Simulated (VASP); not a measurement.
# In: single point with LDA

System: In, a slab with vacuum.

```
In
1.0
     3.33548    0.00000    0.00000
    -1.66774    2.88861    0.00000
     0.00000    0.00000   23.26371
In
4
Direct
  0.66667 0.33333 0.32239
  0.33333 0.66667 0.44080
  0.66667 0.33333 0.55920
  0.33333 0.66667 0.67761
```

```yaml
Program: VASP 6.6.1
Task: single point
Functional: LDA
Potentials_or_basis: VASP PAW LDA potentials, release 64 (In_d)
Cutoff: 520 eV
k_mesh: 9 × 9 × 1
Occupations: fermi-dirac, width 0.05 eV
Spin: no spin polarisation
```

* Largest force: 0.154 eV/Å
* Band gap on the k mesh: zero (bands 26 and 27 overlap by 1.98 eV)

Forces on the atoms (eV/Å):
```
In   0.000  0.000  0.154
In   0.000  0.000  0.097
In   0.000  0.000 -0.097
In   0.000  0.000 -0.154
```

Levels at points of the mesh, in eV from the Fermi level:
| k point | band 23 | band 24 | band 25 | band 26 | band 27 | band 28 | band 29 | band 30 |
| --- | --- | --- | --- | --- | --- | --- | --- | --- |
| (0.00, 0.00, 0.00) | -7.17 | -5.52 | -2.50 | -0.24 | 2.18 | 3.69 | 3.99 | 5.50 |

It took 4.3 min on 1 thread of Intel Xeon 8259CL (shared host), peak memory 0.3 GiB.

Caveat: spin-orbit coupling is left out, which moves the levels of the heavy elements.
